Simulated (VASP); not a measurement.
# SnO2 (Fd-3m) in VASP: a series of runs

SnO2 is run at these levels: LDA; tasks: single point.

Program: VASP 6.6.1. These are calculated values, not measurements. Logs are shortened: lines on timing, memory, paths and dates and some standing lists are left out, and cuts for length are marked.

### 1 The cell of the first run

Symmetry: Fd-3m, No. 227, cubic system. The conventional cell has a = 8.858 Å, b = 8.858 Å, c = 8.858 Å, α = 90.00°, β = 90.00°, γ = 90.00°. Within 2.8 Å of Sn (site symmetry -3m) lie 6 O at 2.08 Å. O (site symmetry 3m) has 3 Sn at 2.08 Å and 3 O at 2.74 Å within 2.8 Å.

### 2 Single point, LDA

Contents of INCAR:

```
SYSTEM = SnO2
PREC = Accurate
ENCUT = 520
EDIFF = 1E-7
ISMEAR = 0
SIGMA = 0.02
LREAL = .FALSE.
LASPH = .TRUE.
NELM = 100
ALGO = Normal
ISIF = 2
LWAVE = .FALSE.
LCHARG = .FALSE.
NBANDS = 64
```

Contents of KPOINTS:

```
regular mesh
0
G
  6 6 6
  0 0 0
```

Contents of POSCAR:

```
SnO2
1.0
    0.0000000000      4.4289551266      4.4289551266
    4.4289551266      0.0000000000      4.4289551266
    4.4289551266      4.4289551266      0.0000000000
Sn O
4 8
Direct
    0.1250000000      0.1250000000      0.6250000000
    0.6250000000      0.1250000000      0.1250000000
    0.1250000000      0.6250000000      0.1250000000
    0.1250000000      0.1250000000      0.1250000000
    0.8907311159      0.8907311159      0.8907311159
    0.8907311159      0.3278066522      0.8907311159
    0.8907311159      0.8907311159      0.3278066522
    0.3278066522      0.8907311159      0.8907311159
    0.9221933478      0.3592688841      0.3592688841
    0.3592688841      0.3592688841      0.9221933478
    0.3592688841      0.9221933478      0.3592688841
    0.3592688841      0.3592688841      0.3592688841
```

Potentials or basis: VASP PAW LDA potentials, release 64 (Sn_d, O).

Command:

```bash
> cat potpaw_LDA.64/Sn_d/POTCAR potpaw_LDA.64/O/POTCAR > POTCAR
> mpirun -np 1 vasp_std > vasp.out
```

OUTCAR:

```text
SYSTEM = SnO2
   PREC = Accurate
   ENCUT = 520
   EDIFF = 1E-7
   ISMEAR = 0
   LREAL = .FALSE.
   LASPH = .TRUE.
   NELM = 100
   ISIF = 2

 ion  position               nearest neighbor table
   1  0.125  0.125  0.625-   6 2.08   8 2.08   9 2.08  11 2.08   5 2.08  12 2.08   4 3.13   2 3.13
                             3 3.13   4 3.13   3 3.13   2 3.13
   2  0.625  0.125  0.125-   6 2.08   7 2.08  10 2.08  11 2.08   5 2.08  12 2.08   4 3.13   1 3.13
                             3 3.13   1 3.13   3 3.13   4 3.13
   3  0.125  0.625  0.125-   7 2.08   8 2.08   9 2.08  10 2.08   5 2.08  12 2.08   4 3.13   1 3.13
                             1 3.13   2 3.13   4 3.13   2 3.13
   4  0.125  0.125  0.125-   6 2.08   8 2.08   9 2.08  11 2.08  10 2.08   7 2.08   1 3.13   2 3.13
                             3 3.13   1 3.13   3 3.13   2 3.13
   5  0.891  0.891  0.891-   2 2.08   3 2.08   1 2.08
   6  0.891  0.328  0.891-   1 2.08   2 2.08   4 2.08
   7  0.891  0.891  0.328-   2 2.08   3 2.08   4 2.08
   8  0.328  0.891  0.891-   1 2.08   3 2.08   4 2.08
   9  0.922  0.359  0.359-   1 2.08   3 2.08   4 2.08
  10  0.359  0.359  0.922-   2 2.08   3 2.08   4 2.08
  11  0.359  0.922  0.359-   1 2.08   2 2.08   4 2.08
  12  0.359  0.359  0.359-   2 2.08   3 2.08   1 2.08

  LATTYP: Found a face centered cubic cell.
 ALAT       =     8.8579102532

  Lattice vectors:

 A1 = (   0.0000000000,   4.4289551266,   4.4289551266)
 A2 = (   4.4289551266,   0.0000000000,   4.4289551266)
 A3 = (   4.4289551266,   4.4289551266,   0.0000000000)

Analysis of symmetry for initial positions (statically):
=====================================================================
 Subroutine PRICEL returns:
 Original cell was already a primitive cell.

 Routine SETGRP: Setting up the symmetry group for a
 face centered cubic supercell.

 Subroutine GETGRP returns: Found 48 space group operations
 (whereof 24 operations were pure point group operations)
 out of a pool of 48 trial point group operations.

The static configuration has the point symmetry T_d .
 The point group associated with its full space group is O_h .

Analysis of symmetry for dynamics (positions and initial velocities):
=====================================================================
 Subroutine PRICEL returns:
 Original cell was already a primitive cell.

 Routine SETGRP: Setting up the symmetry group for a
 face centered cubic supercell.

 Subroutine GETGRP returns: Found 48 space group operations
 (whereof 24 operations were pure point group operations)
 out of a pool of 48 trial point group operations.

The dynamic configuration has the point symmetry T_d .
 The point group associated with its full space group is O_h .

 Subroutine INISYM returns: Found 48 space group operations
 (whereof 24 operations are pure point group operations),
 and found     1 'primitive' translations

----------------------------------------------------------------------------------------

                                     Primitive cell

  volume of cell :     173.7536

  direct lattice vectors                    reciprocal lattice vectors
     0.000000000  4.428955127  4.428955127    -0.112893445  0.112893445  0.112893445
     4.428955127  0.000000000  4.428955127     0.112893445 -0.112893445  0.112893445
     4.428955127  4.428955127  0.000000000     0.112893445  0.112893445 -0.112893445

  length of vectors
     6.263488407  6.263488407  6.263488407     0.195537182  0.195537182  0.195537182

  position of ions in fractional coordinates (direct lattice)
     0.125000000  0.125000000  0.625000000
     0.625000000  0.125000000  0.125000000
     0.125000000  0.625000000  0.125000000
     0.125000000  0.125000000  0.125000000
     0.890731116  0.890731116  0.890731116
     0.890731116  0.327806652  0.890731116
     0.890731116  0.890731116  0.327806652
     0.327806652  0.890731116  0.890731116
     0.922193348  0.359268884  0.359268884
     0.359268884  0.359268884  0.922193348
     0.359268884  0.922193348  0.359268884
     0.359268884  0.359268884  0.359268884

  ion indices of the primitive-cell ions
   primitive index   ion index
                 1           1
                 2           2
                 3           3
                 4           4
                 5           5
                 6           6
                 7           7
                 8           8
                 9           9
                10          10
                11          11
                12          12

----------------------------------------------------------------------------------------

 KPOINTS: regular mesh

Automatic generation of k-mesh.
 Grid dimensions read from file:
 generate k-points for:    6    6    6

 Generating k-lattice:

  Cartesian coordinates                     Fractional coordinates (reciprocal lattice)
    -0.018815574  0.018815574  0.018815574     0.166666667  0.000000000  0.000000000
     0.018815574 -0.018815574  0.018815574     0.000000000  0.166666667  0.000000000
     0.018815574  0.018815574 -0.018815574     0.000000000  0.000000000  0.166666667

  Length of vectors
     0.032589530  0.032589530  0.032589530

  Shift w.r.t. Gamma in fractional coordinates (k-lattice)
     0.000000000  0.000000000  0.000000000

 Subroutine IBZKPT returns following result:
 ===========================================

 Found     16 irreducible k-points:

 Following reciprocal coordinates:
            Coordinates               Weight
  0.000000  0.000000  0.000000      1.000000
  0.166667  0.000000  0.000000      8.000000
  0.333333  0.000000  0.000000      8.000000
  0.500000  0.000000  0.000000      4.000000
  0.166667  0.166667  0.000000      6.000000
  0.333333  0.166667  0.000000     24.000000
[... 8 lines left out ...]
 -0.333333  0.333333  0.166667     24.000000
 -0.333333  0.500000  0.166667     12.000000
   k-points           NKPTS =     16   k-points in BZ     NKDIM =     16   number of bands    NBANDS=     64
   number of dos      NEDOS =    301   number of ions     NIONS =     12
   total plane-waves  NPLWV = 110592
   dimension x,y,z NGX =    48 NGY =   48 NGZ =   48
   dimension x,y,z NGXF=    96 NGYF=   96 NGZF=   96
   ions per type =               4   8
   NGX,Y,Z   is equivalent  to a cutoff of  12.74, 12.74, 12.74 a.u.
   NGXF,Y,Z  is equivalent  to a cutoff of  25.48, 25.48, 25.48 a.u.
 SYSTEM =  SnO2
   PREC   = accura    normal or accurate (medium, high low for compatibility)
   ISTART =      0    job   : 0-new  1-cont  2-samecut
   ICHARG =      2    charge: 1-file 2-atom 10-const
   ISPIN  =      1    spin polarized calculation?
   LNONCOLLINEAR =      F non collinear calculations
   LSORBIT =      F    spin-orbit coupling
   LASPH  =      T    aspherical Exc in radial PAW
   ENCUT  =  520.0 eV  38.22 Ry    6.18 a.u.  11.65 11.65 11.65*2*pi/ulx,y,z
   NELM   =    100;   NELMIN=  2; NELMDL= -5     # of ELM steps
   EDIFF  = 0.1E-06   stopping-criterion for ELM
   LREAL  =      F    real-space projection
   EDIFFG = 0.1E-05   stopping-criterion for IOM
   NSW    =      0    number of steps for IOM
   IBRION =     -1    ionic relax: 0-MD 1-quasi-New 2-CG
   NFREE  =      0    steps in history (QN), initial steepest desc. (CG)
   ISIF   =      2    stress and relaxation
   ISYM   =      2    0-nonsym 1-usesym 2-fastsym
   POTIM  = 0.5000    time-step for ionic-motion
   TEBEG  =    0.0;   TEEND  =   0.0 temperature during run
   PSTRESS=    0.0 pullay stress
   NELECT =     104.0000    total number of electrons
   NUPDOWN=      -1.0000    fix difference up-down
   EMIN   =  10.00;   EMAX   =-10.00  energy-range for DOS
   EFERMI =   0.00;   METHOD = LEGACY
   ISMEAR =     0;   SIGMA  =   0.02  broadening in eV -4-tet -1-fermi 0-gaus
   EFERMI_NEDOS =   21; number of points for ismear=-14 and -15
   IALGO  =     38    algorithm
   IMIX   =      4    mixing-type and parameters
     AMIX     =   0.40;   BMIX     =  1.00
     AMIX_MAG =   1.60;   BMIX_MAG =  1.00
  volume/ion in A,a.u.               =      14.48        97.71
  Fermi-wavevector in a.u.,A,eV,Ry     =   1.379668  2.607195 25.898478  1.903484
  Thomas-Fermi vector in A             =   2.504616
   LORBIT       =      0    0 simple, 1 ext, 2 COOP (PROOUT), +10 PAW based schemes
   GGA     = CA    functional components
   LHFCALC =     F    Hartree Fock is set to
   AEXX    =    0.0000 exact exchange contribution
   IVDW    =     0    specifies the selected vdW correction
   LEPSILON=     F    determine dielectric tensor
   LRPA    =     F    only Hartree local field effects (RPA)
 non-spin polarized calculation
 Gauss-broadening in eV      SIGMA  =   0.02
  energy-cutoff  :      520.00
  volume of cell :      173.75
 maximum number of plane-waves:      4720
 NGX is ok and might be reduce to    48
   NGX = 23   NGY = 23   NGZ = 23

 number of electron     104.0000013 magnetization

 Free energy of the ion-electron system (eV)
  ---------------------------------------------------
  ext. energy  EPLUGINS =         0.00000000
  ---------------------------------------------------
  free energy    TOTEN  =       -81.37334352 eV

  energy without entropy =      -81.37334352  energy(sigma->0) =      -81.37334352

 E-fermi :   2.9213     XC(G=0): -10.4286

 val. band max:        2.8356516454   @ k =   0.0000   0.0000   0.0000
 cond. band min:       4.9016565255   @ k =   0.0000   0.0000   0.0000
 fundamental gap:      2.0660048800
 Fermi energy:         2.9212866927

 k-point     1 :       0.0000    0.0000    0.0000
  band No.  band energies     occupation
      1     -17.8014      2.00000
      2     -17.8014      2.00000
      3     -17.8014      2.00000
      4     -17.2348      2.00000
      5     -16.9146      2.00000
      6     -16.9146      2.00000
[... 1061 lines left out ...]
     63      13.2006      0.00000
     64      13.2012      0.00000

------------------------ aborting loop because EDIFF is reached ----------------------------------------

  FORCE on cell =-STRESS in cart. coord.  units (eV):
  Direction    XX          YY          ZZ          XY          YZ          ZX
  --------------------------------------------------------------------------------------
  -------------------------------------------------------------------------------------
  Total        1.2211679      1.2211679      1.2211679      0.0000000     -0.0000000      0.0000000
  in kB       11.2603565     11.2603565     11.2603565      0.0000000     -0.0000000      0.0000000
  external PRESSURE =      11.2603565 kB  Pullay stress =       0.0000000 kB

 VOLUME and BASIS-vectors are now :
 -----------------------------------------------------------------------------
  energy-cutoff  :      520.00
  volume of cell :      173.75
      direct lattice vectors                 reciprocal lattice vectors
     0.000000000  4.428955127  4.428955127    -0.112893445  0.112893445  0.112893445
     4.428955127  0.000000000  4.428955127     0.112893445 -0.112893445  0.112893445
     4.428955127  4.428955127  0.000000000     0.112893445  0.112893445 -0.112893445

 POSITION                                       TOTAL-FORCE (eV/Angst)
 -----------------------------------------------------------------------------------
      3.32172      3.32172      1.10724        -0.000000     -0.000000     -0.000000
      1.10724      3.32172      3.32172        -0.000000     -0.000000     -0.000000
      3.32172      1.10724      3.32172        -0.000000     -0.000000     -0.000000
      1.10724      1.10724      1.10724        -0.000000     -0.000000     -0.000000
      7.89002      7.89002      7.89002        -0.057453     -0.057453     -0.057453
      5.39685      7.89002      5.39685         0.057453     -0.057453      0.057453
      5.39685      5.39685      7.89002         0.057453      0.057453     -0.057453
      7.89002      5.39685      5.39685        -0.057453      0.057453      0.057453
      3.18237      5.67554      5.67554         0.057453     -0.057453     -0.057453
      5.67554      5.67554      3.18237        -0.057453     -0.057453      0.057453
      5.67554      3.18237      5.67554        -0.057453      0.057453     -0.057453
      3.18237      3.18237      3.18237         0.057453      0.057453      0.057453
 -----------------------------------------------------------------------------------
    total drift:                               -0.000000     -0.000000      0.000000

  FREE ENERGIE OF THE ION-ELECTRON SYSTEM (eV)
  ---------------------------------------------------
  free  energy   TOTEN  =       -81.3733435237 eV

  energy  without entropy=      -81.3733435237  energy(sigma->0) =      -81.37334352
```

Run time: 1.7 min. Hardware: 1 thread of Intel Xeon 6975P-C (Granite Rapids), shared host; peak memory 0.32 GiB.

Results:

| Item | Value |
| --- | --- |
| Free energy | -81.3733 eV |
| Pressure | 1.1 GPa |
| Largest force | 0.100 eV/Å |
| Band gap on the k mesh | 2.07 eV, direct |

Forces on the atoms (eV/Å):
```
Sn   0.000  0.000  0.000
Sn   0.000  0.000  0.000
Sn   0.000  0.000  0.000
Sn   0.000  0.000  0.000
O   -0.057 -0.057 -0.057
O    0.057 -0.057  0.057
O    0.057  0.057 -0.057
O   -0.057  0.057  0.057
O    0.057 -0.057 -0.057
O   -0.057 -0.057  0.057
O   -0.057  0.057 -0.057
O    0.057  0.057  0.057
```

Caveat: spin-orbit coupling is left out, which moves the levels of the heavy elements. A k mesh can miss the band edges.

(Continued in part 2 of 2.)
